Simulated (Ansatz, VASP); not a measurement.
## Two plane-wave programs on Al2Au

INCAR

```
PREC = Accurate ; ENCUT = 520
EDIFF = 1E-7 ; ISMEAR = 0
SIGMA = 0.1 ; LREAL = F
LASPH = T ; NELM = 80
ALGO = Normal ; ISIF = 2
LWAVE = F ; LCHARG = F
GGA = PE ; NBANDS = 16
```

The input KPOINTS:

```
Automatic mesh
0
Gamma
  12 12 12
```

The input POSCAR:

```
Al2Au
1.0
    0.0000000000      3.0898247231      3.0898247231
    3.0898247231      0.0000000000      3.0898247231
    3.0898247231      3.0898247231      0.0000000000
Al Au
2 1
Direct
    0.2500000000      0.2500000000      0.2500000000
    0.7500000000      0.7500000000      0.7500000000
    0.0000000000      0.0000000000      0.0000000000
```

Input for Ansatz:

```yaml
crystal:
  lattice:
    - [0.0, 3.0898247231, 3.0898247231]
    - [3.0898247231, 0.0, 3.0898247231]
    - [3.0898247231, 3.0898247231, 0.0]
  atoms:
    - { symbol: Al, position: [0.25, 0.25, 0.25] }
    - { symbol: Al, position: [0.75, 0.75, 0.75] }
    - { symbol: Au, position: [0.0, 0.0, 0.0] }
basis:
  ecutwfc: 420
kpoints:
  mp_grid: { grid: [12, 12, 12] }
hamiltonian:
  xc: pbe
scf:
  occupations: { method: gaussian, width: 0.1 }
output:
  forces: true
  stress: true
  eigenvalues: true
```

Alike in both runs: task single point; functional PBE; k mesh 12 × 12 × 12; occupations gaussian, width 0.1 eV; no spin polarisation.

```csv
,VASP,Ansatz
version,VASP 6.6.1,Ansatz 0.2.0
potentials or method,"VASP PAW PBE potentials, release 64 (Al, Au), cutoff 520 eV","scalar-relativistic, plane waves, PAW"
valence electrons in the cell,17,25
```

VASP gave:

```
gap on the k mesh at the Fermi level (eV) : none
pressure (GPa)                            : -5.5
```

Task: What did Ansatz give for the same quantities?

Result: gap on the k mesh at the Fermi level (eV): none; pressure (GPa): -5.3.

A gap of «none» marks a metal or a gap that the smearing closes. The functional is the same, so the differences come from potentials, cutoffs and numerics. VASP's potentials hold 17 valence electrons a cell and Ansatz's 25, so a difference there can come from the potentials and not from the codes.

Neither program's run includes spin-orbit coupling.
